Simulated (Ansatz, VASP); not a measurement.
**Two plane-wave programs on SnSe**

The input POSCAR:

```
SnSe
1.0
    4.1520656639      0.0000000000      0.0000000000
    0.0000000000      4.1520656639      0.0000000000
    0.0000000000      0.0000000000     11.7108076459
Sn Se
2 2
Direct
    0.5000000000      0.0000000000      0.3713940265
    0.0000000000      0.5000000000      0.6286059735
    0.5000000000      0.0000000000      0.6150878825
    0.0000000000      0.5000000000      0.3849121175
```

File INCAR.step1:

```
PREC     = Accurate       # precision mode
ENCUT    = 520            # plane-wave cutoff, eV
ISMEAR   = 0              # smearing method
SIGMA    = 0.05           # smearing width, eV
LREAL    = False          # projectors in reciprocal space
LASPH    = True           # aspherical terms in the spheres
NELM     = 80             # most SCF steps
NBANDS   = 28             # bands
GGA      = PE             # functional
ALGO     = Normal         # electronic algorithm
EDIFF    = 1E-4           # SCF threshold, eV
LWAVE    = True           # write WAVECAR
LCHARG   = False          # write CHGCAR
```

File INCAR.step2:

```
PREC     = Accurate       # precision mode
ENCUT    = 520            # plane-wave cutoff, eV
EDIFF    = 1E-6           # SCF threshold, eV
ISMEAR   = 0              # smearing method
SIGMA    = 0.05           # smearing width, eV
LREAL    = False          # projectors in reciprocal space
LASPH    = True           # aspherical terms in the spheres
NELM     = 80             # most SCF steps
ALGO     = Normal         # electronic algorithm
ISIF     = 2              # what is computed and relaxed
LWAVE    = False          # write WAVECAR
LCHARG   = True           # write CHGCAR
METAGGA  = R2SCAN         # meta-GGA
LMIXTAU  = True         
LELF     = True           # ELF
LVHAR    = True         
NBANDS   = 28             # bands
ISTART   = 1
```

The input KPOINTS:

```
regular mesh
0
Gamma
  8 8 4
```

Input for Ansatz:

```yaml
crystal:
  lattice:
    - [4.1520656639, 0.0, 0.0]
    - [0.0, 4.1520656639, 0.0]
    - [0.0, 0.0, 11.7108076459]
  atoms:
    - { symbol: Sn, position: [0.5, 0.0, 0.3713940265] }
    - { symbol: Sn, position: [0.0, 0.5, 0.6286059735] }
    - { symbol: Se, position: [0.5, 0.0, 0.6150878825] }
    - { symbol: Se, position: [0.0, 0.5, 0.3849121175] }
basis:
  ecutwfc: 500
kpoints:
  mp_grid: { grid: [8, 8, 4] }
hamiltonian:
  xc: r2scan
scf:
  occupations: { method: gaussian, width: 0.05 }
output:
  forces: true
  stress: true
  eigenvalues: true
  write_density: true
  write_potential: true
  elf: true
  volumetric_format: npy
```

Alike in both runs: task single point; functional r2SCAN; k mesh 8 × 8 × 4; occupations gaussian, width 0.05 eV; no spin polarisation.

|  | VASP | Ansatz |
| --- | --- | --- |
| version | VASP 6.6.1 | Ansatz 0.2.0 |
| potentials or method | VASP PAW PBE potentials, release 64 (Sn_d, Se), cutoff 520 eV | scalar-relativistic, plane waves, PAW |
| valence electrons in the cell | 40 | 60 |

VASP gave:

- gap on the k mesh at the Fermi level (eV): 0.99
- least direct gap on the mesh (eV): 1.31
- rms of the force components (eV/Å): 0.278

Question: Which values does Ansatz return?

Answer: gap on the k mesh at the Fermi level (eV): 1.00; least direct gap on the mesh (eV): 1.31; rms of the force components (eV/Å): 0.283.

VASP's potentials were made for PBE, not for r2SCAN. Atom by atom the forces differ by 0.005 eV/Å (rms over components). The functional is the same, so the differences come from potentials, cutoffs and numerics. VASP's potentials hold 40 valence electrons a cell and Ansatz's 60, so a difference there can come from the potentials and not from the codes. Ansatz's warnings: xc potential rough in thin density.
